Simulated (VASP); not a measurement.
# HgSe (F-43m) in VASP: single point with PBEsol

Aim: the single point of HgSe with PBEsol.

Program: VASP 6.6.1. These are calculated values, not measurements. Logs are shortened: lines on timing, memory, paths and dates and some standing lists are left out, and cuts for length are marked.

### Step 1. The cell of the first run

Symmetry: F-43m, No. 216, cubic system. Conventional cell: a = 6.134 Å, b = 6.134 Å, c = 6.134 Å, α = 90.00°, β = 90.00°, γ = 90.00°. Hg (site symmetry -43m) has 4 Se at 2.66 Å within 3.5 Å. Se (site symmetry -43m) has 4 Hg at 2.66 Å within 3.5 Å.

### Step 2. Single point, PBEsol

File INCAR:

```
SYSTEM = HgSe
PREC = Accurate
ENCUT = 500
EDIFF = 1E-6
ISMEAR = 0
SIGMA = 0.1
LREAL = .FALSE.
LASPH = .TRUE.
NELM = 120
ALGO = Normal
ISIF = 2
LWAVE = .FALSE.
LCHARG = .FALSE.
GGA = PS
NBANDS = 16
GGA_COMPAT = .FALSE.
```

File KPOINTS:

```
Automatic mesh
0
G
  12 12 12
  0 0 0
```

File POSCAR:

```
HgSe
1.0
    0.0000000000      3.0669769436      3.0669769436
    3.0669769436      0.0000000000      3.0669769436
    3.0669769436      3.0669769436      0.0000000000
Hg Se
1 1
Direct
    0.0000000000      0.0000000000      0.0000000000
    0.2500000000      0.2500000000      0.2500000000
```

Potentials or basis: VASP PAW PBE potentials, release 64 (Hg, Se).

Started as:

```bash
> cat potpaw_PBE.64/Hg/POTCAR potpaw_PBE.64/Se/POTCAR > POTCAR
> mpirun -np 1 vasp_std > vasp.out
```

OUTCAR:

```text
SYSTEM = HgSe
   PREC = Accurate
   ENCUT = 500
   EDIFF = 1E-6
   ISMEAR = 0
   LREAL = .FALSE.
   LASPH = .TRUE.
   NELM = 120
   ISIF = 2
   GGA = PS

 ion  position               nearest neighbor table
   1  0.000  0.000  0.000-   2 2.66   2 2.66   2 2.66   2 2.66
   2  0.250  0.250  0.250-   1 2.66   1 2.66   1 2.66   1 2.66

  LATTYP: Found a face centered cubic cell.
 ALAT       =     6.1339538872

  Lattice vectors:

 A1 = (   0.0000000000,   3.0669769436,   3.0669769436)
 A2 = (   3.0669769436,   0.0000000000,   3.0669769436)
 A3 = (   3.0669769436,   3.0669769436,   0.0000000000)

Analysis of symmetry for initial positions (statically):
=====================================================================
 Subroutine PRICEL returns:
 Original cell was already a primitive cell.

 Routine SETGRP: Setting up the symmetry group for a
 face centered cubic supercell.

 Subroutine GETGRP returns: Found 24 space group operations
 (whereof 24 operations were pure point group operations)
 out of a pool of 48 trial point group operations.

The static configuration has the point symmetry T_d .

Analysis of symmetry for dynamics (positions and initial velocities):
=====================================================================
 Subroutine PRICEL returns:
 Original cell was already a primitive cell.

 Routine SETGRP: Setting up the symmetry group for a
 face centered cubic supercell.

 Subroutine GETGRP returns: Found 24 space group operations
 (whereof 24 operations were pure point group operations)
 out of a pool of 48 trial point group operations.

The dynamic configuration has the point symmetry T_d .

 Subroutine INISYM returns: Found 24 space group operations
 (whereof 24 operations are pure point group operations),
 and found     1 'primitive' translations

----------------------------------------------------------------------------------------

                                     Primitive cell

  volume of cell :      57.6981

  direct lattice vectors                    reciprocal lattice vectors
     0.000000000  3.066976944  3.066976944    -0.163026984  0.163026984  0.163026984
     3.066976944  0.000000000  3.066976944     0.163026984 -0.163026984  0.163026984
     3.066976944  3.066976944  0.000000000     0.163026984  0.163026984 -0.163026984

  length of vectors
     4.337360389  4.337360389  4.337360389     0.282371019  0.282371019  0.282371019

  position of ions in fractional coordinates (direct lattice)
     0.000000000  0.000000000  0.000000000
     0.250000000  0.250000000  0.250000000

  ion indices of the primitive-cell ions
   primitive index   ion index
                 1           1
                 2           2

----------------------------------------------------------------------------------------

 KPOINTS: Automatic mesh

Automatic generation of k-mesh.
 Grid dimensions read from file:
 generate k-points for:   12   12   12

 Generating k-lattice:

  Cartesian coordinates                     Fractional coordinates (reciprocal lattice)
    -0.013585582  0.013585582  0.013585582     0.083333333  0.000000000  0.000000000
     0.013585582 -0.013585582  0.013585582     0.000000000  0.083333333  0.000000000
     0.013585582  0.013585582 -0.013585582     0.000000000  0.000000000  0.083333333

  Length of vectors
     0.023530918  0.023530918  0.023530918

  Shift w.r.t. Gamma in fractional coordinates (k-lattice)
     0.000000000  0.000000000  0.000000000

 Subroutine IBZKPT returns following result:
 ===========================================

 Found     72 irreducible k-points:

 Following reciprocal coordinates:
            Coordinates               Weight
  0.000000  0.000000  0.000000      1.000000
  0.083333  0.000000  0.000000      8.000000
  0.166667  0.000000  0.000000      8.000000
  0.250000  0.000000  0.000000      8.000000
  0.333333  0.000000  0.000000      8.000000
  0.416667  0.000000  0.000000      8.000000
[... 16 lines left out ...]
  0.500000  0.166667  0.000000     24.000000
 -0.416667  0.166667  0.000000     24.000000
 [... further k-points ...]
   k-points           NKPTS =     72   k-points in BZ     NKDIM =     72   number of bands    NBANDS=     16
   number of dos      NEDOS =    301   number of ions     NIONS =      2
   total plane-waves  NPLWV =  32768
   dimension x,y,z NGX =    32 NGY =   32 NGZ =   32
   dimension x,y,z NGXF=    64 NGYF=   64 NGZF=   64
   ions per type =               1   1
   NGX,Y,Z   is equivalent  to a cutoff of  12.27, 12.27, 12.27 a.u.
   NGXF,Y,Z  is equivalent  to a cutoff of  24.53, 24.53, 24.53 a.u.
 SYSTEM =  HgSe
   PREC   = accura    normal or accurate (medium, high low for compatibility)
   ISTART =      0    job   : 0-new  1-cont  2-samecut
   ICHARG =      2    charge: 1-file 2-atom 10-const
   ISPIN  =      1    spin polarized calculation?
   LNONCOLLINEAR =      F non collinear calculations
   LSORBIT =      F    spin-orbit coupling
   LASPH  =      T    aspherical Exc in radial PAW
   ENCUT  =  500.0 eV  36.75 Ry    6.06 a.u.   7.91  7.91  7.91*2*pi/ulx,y,z
   NELM   =    120;   NELMIN=  2; NELMDL= -5     # of ELM steps
   EDIFF  = 0.1E-05   stopping-criterion for ELM
   LREAL  =      F    real-space projection
   EDIFFG = 0.1E-04   stopping-criterion for IOM
   NSW    =      0    number of steps for IOM
   IBRION =     -1    ionic relax: 0-MD 1-quasi-New 2-CG
   NFREE  =      0    steps in history (QN), initial steepest desc. (CG)
   ISIF   =      2    stress and relaxation
   ISYM   =      2    0-nonsym 1-usesym 2-fastsym
   POTIM  = 0.5000    time-step for ionic-motion
   TEBEG  =    0.0;   TEEND  =   0.0 temperature during run
   PSTRESS=    0.0 pullay stress
   NELECT =      18.0000    total number of electrons
   NUPDOWN=      -1.0000    fix difference up-down
   EMIN   =  10.00;   EMAX   =-10.00  energy-range for DOS
   EFERMI =   0.00;   METHOD = LEGACY
   ISMEAR =     0;   SIGMA  =   0.10  broadening in eV -4-tet -1-fermi 0-gaus
   EFERMI_NEDOS =   21; number of points for ismear=-14 and -15
   IALGO  =     38    algorithm
   IMIX   =      4    mixing-type and parameters
     AMIX     =   0.40;   BMIX     =  1.00
     AMIX_MAG =   1.60;   BMIX_MAG =  1.00
  volume/ion in A,a.u.               =      28.85       194.68
  Fermi-wavevector in a.u.,A,eV,Ry     =   1.110312  2.098186 16.773173  1.232793
  Thomas-Fermi vector in A             =   2.246862
   LORBIT       =      0    0 simple, 1 ext, 2 COOP (PROOUT), +10 PAW based schemes
   GGA     = PS    functional components
   LHFCALC =     F    Hartree Fock is set to
   AEXX    =    0.0000 exact exchange contribution
   IVDW    =     0    specifies the selected vdW correction
   LEPSILON=     F    determine dielectric tensor
   LRPA    =     F    only Hartree local field effects (RPA)
 non-spin polarized calculation
 Gauss-broadening in eV      SIGMA  =   0.10
  energy-cutoff  :      500.00
  volume of cell :       57.70
 maximum number of plane-waves:      1484
   NGX = 15   NGY = 15   NGZ = 15

 number of electron      18.0000001 magnetization

 Free energy of the ion-electron system (eV)
  ---------------------------------------------------
  ext. energy  EPLUGINS =         0.00000000
  ---------------------------------------------------
  free energy    TOTEN  =        -4.81049758 eV

  energy without entropy =       -4.81033646  energy(sigma->0) =       -4.81041702

 E-fermi :   1.4370     XC(G=0):  -9.1373

 val. band max:        1.3687152810   @ k =   0.0000   0.0000   0.0000
 cond. band min:       1.6946639521   @ k =   0.0833   0.0000   0.0000
 fundamental gap:      0.3259486710
 Fermi energy:         1.4369778604

 k-point     1 :       0.0000    0.0000    0.0000
  band No.  band energies     occupation
      1     -11.9464      2.00000
      2      -5.6534      2.00000
      3      -5.6534      2.00000
      4      -5.6534      2.00000
      5      -4.9441      2.00000
      6      -4.9441      2.00000
[... 8 lines left out ...]
     15      12.5971      0.00000
     16      12.5971      0.00000

 k-point     2 :       0.0833    0.0000    0.0000
  band No.  band energies     occupation
      1     -11.9174      2.00000
      2      -5.6425      2.00000
      3      -5.6400      2.00000
      4      -5.6400      2.00000
      5      -4.9454      2.00000
      6      -4.9454      2.00000
[... 8 lines left out ...]
     15      12.0098      0.00000
     16      12.0098      0.00000

 k-point     3 :       0.1667    0.0000    0.0000
  band No.  band energies     occupation
      1     -11.8372      2.00000
      2      -5.6043      2.00000
      3      -5.6043      2.00000
      4      -5.5979      2.00000
      5      -4.9465      2.00000
      6      -4.9465      2.00000
[... 8 lines left out ...]
     15      11.5170      0.00000
     16      11.5170      0.00000

 k-point     4 :       0.2500    0.0000    0.0000
  band No.  band energies     occupation
      1     -11.7248      2.00000
      2      -5.5595      2.00000
      3      -5.5595      2.00000
      4      -5.4887      2.00000
      5      -4.9414      2.00000
      6      -4.9414      2.00000
[... 8 lines left out ...]
     15      11.4257      0.00000
     16      11.4257      0.00000

 k-point     5 :       0.3333    0.0000    0.0000
  band No.  band energies     occupation
      1     -11.6090      2.00000
      2      -5.5207      2.00000
      3      -5.5207      2.00000
      4      -5.2772      2.00000
      5      -4.9264      2.00000
      6      -4.9264      2.00000
[... 8 lines left out ...]
     15      11.8020      0.00000
     16      11.8020      0.00000

 k-point     6 :       0.4167    0.0000    0.0000
  band No.  band energies     occupation
      1     -11.5221      2.00000
      2      -5.4972      2.00000
      3      -5.4972      2.00000
      4      -4.9426      2.00000
      5      -4.9081      2.00000
      6      -4.9081      2.00000
[... 8 lines left out ...]
     15      12.5302      0.00000
     16      12.5302      0.00000

 k-point     7 :       0.5000    0.0000    0.0000
  band No.  band energies     occupation
      1     -11.4898      2.00000
      2      -5.4897      2.00000
      3      -5.4897      2.00000
      4      -4.8996      2.00000
      5      -4.8996      2.00000
      6      -4.6423      2.00000
[... 8 lines left out ...]
     15      13.0752      0.00000
     16      13.0752      0.00000

 k-point     8 :       0.0833    0.0833    0.0000
  band No.  band energies     occupation
      1     -11.9078      2.00000
      2      -5.6543      2.00000
      3      -5.6277      2.00000
      4      -5.6277      2.00000
      5      -4.9549      2.00000
      6      -4.9371      2.00000
[... 8 lines left out ...]
     15      11.3003      0.00000
     16      12.6206      0.00000

 k-point     9 :       0.1667    0.0833    0.0000
  band No.  band energies     occupation
      1     -11.8446      2.00000
      2      -5.6382      2.00000
      3      -5.5919      2.00000
      4      -5.5895      2.00000
      5      -4.9642      2.00000
      6      -4.9308      2.00000
[... 8 lines left out ...]
     15      11.2461      0.00000
     16      12.2401      0.00000
[... 172 lines left out ...]
 k-point    19 :       0.1667    0.1667    0.0000
  band No.  band energies     occupation
      1     -11.8007      2.00000
      2      -5.6470      2.00000
      3      -5.5537      2.00000
      4      -5.5537      2.00000
      5      -4.9806      2.00000
      6      -4.9177      2.00000
[... 8 lines left out ...]
     15      11.9069      0.00000
     16      12.6894      0.00000

 k-point    20 :       0.2500    0.1667    0.0000
  band No.  band energies     occupation
      1     -11.7159      2.00000
      2      -5.6171      2.00000
      3      -5.5020      2.00000
      4      -5.4925      2.00000
      5      -4.9870      2.00000
      6      -4.9060      2.00000
[... 8 lines left out ...]
     15      12.5750      0.00000
     16      12.6042      0.00000

 k-point    21 :       0.3333    0.1667    0.0000
  band No.  band energies     occupation
      1     -11.6112      2.00000
      2      -5.5548      2.00000
      3      -5.4538      2.00000
      4      -5.3876      2.00000
      5      -4.9669      2.00000
      6      -4.8941      2.00000
[... 8 lines left out ...]
     15      12.5734      0.00000
     16      12.6674      0.00000

 k-point    22 :       0.4167    0.1667    0.0000
  band No.  band energies     occupation
      1     -11.5145      2.00000
      2      -5.5018      2.00000
      3      -5.4227      2.00000
      4      -5.2070      2.00000
      5      -4.8923      2.00000
      6      -4.8863      2.00000
[... 8 lines left out ...]
     15      12.5019      0.00000
     16      13.1109      0.00000

 k-point    23 :       0.5000    0.1667    0.0000
  band No.  band energies     occupation
      1     -11.4532      2.00000
      2      -5.4750      2.00000
      3      -5.4127      2.00000
      4      -5.0331      2.00000
      5      -4.8922      2.00000
      6      -4.7001      2.00000
[... 8 lines left out ...]
     15      12.5791      0.00000
     16      13.2118      0.00000

 k-point    24 :      -0.4167    0.1667    0.0000
  band No.  band energies     occupation
      1     -11.4452      2.00000
      2      -5.4649      2.00000
      3      -5.4224      2.00000
      4      -4.9669      2.00000
      5      -4.9157      2.00000
      6      -4.6451      2.00000
[... 8 lines left out ...]
     15      12.3358      0.00000
     16      12.5279      0.00000

 [... further k-points ...]
[... 5 lines left out ...]
  --------------------------------------------------------------------------------------
  -------------------------------------------------------------------------------------
  Total        0.0921924      0.0921924      0.0921924      0.0000000      0.0000000      0.0000000
  in kB        2.5600240      2.5600240      2.5600240      0.0000000      0.0000000      0.0000000
  external PRESSURE =       2.5600240 kB  Pullay stress =       0.0000000 kB

 VOLUME and BASIS-vectors are now :
 -----------------------------------------------------------------------------
  energy-cutoff  :      500.00
  volume of cell :       57.70
      direct lattice vectors                 reciprocal lattice vectors
     0.000000000  3.066976944  3.066976944    -0.163026984  0.163026984  0.163026984
     3.066976944  0.000000000  3.066976944     0.163026984 -0.163026984  0.163026984
     3.066976944  3.066976944  0.000000000     0.163026984  0.163026984 -0.163026984

 POSITION                                       TOTAL-FORCE (eV/Angst)
 -----------------------------------------------------------------------------------
      0.00000      0.00000      0.00000        -0.000000      0.000000      0.000000
      1.53349      1.53349      1.53349         0.000000     -0.000000     -0.000000
 -----------------------------------------------------------------------------------
    total drift:                               -0.000000     -0.000000     -0.000000

  FREE ENERGIE OF THE ION-ELECTRON SYSTEM (eV)
  ---------------------------------------------------
  free  energy   TOTEN  =        -4.8104975825 eV

  energy  without entropy=       -4.8103364604  energy(sigma->0) =       -4.81041702
```

It took 23 s on 1 thread of Intel Xeon 6975P-C (Granite Rapids), shared host; peak memory 0.21 GiB.

What came out:

| Property | Result |
| --- | --- |
| Free energy | -4.8105 eV |
| Pressure | 0.3 GPa |
| Band gap on the k mesh | zero (filled and empty bands touch) |

Caveat: the PAW data sets were made with another functional, which shifts forces and pressure a little; spin-orbit coupling is left out, which moves the levels of the heavy elements.
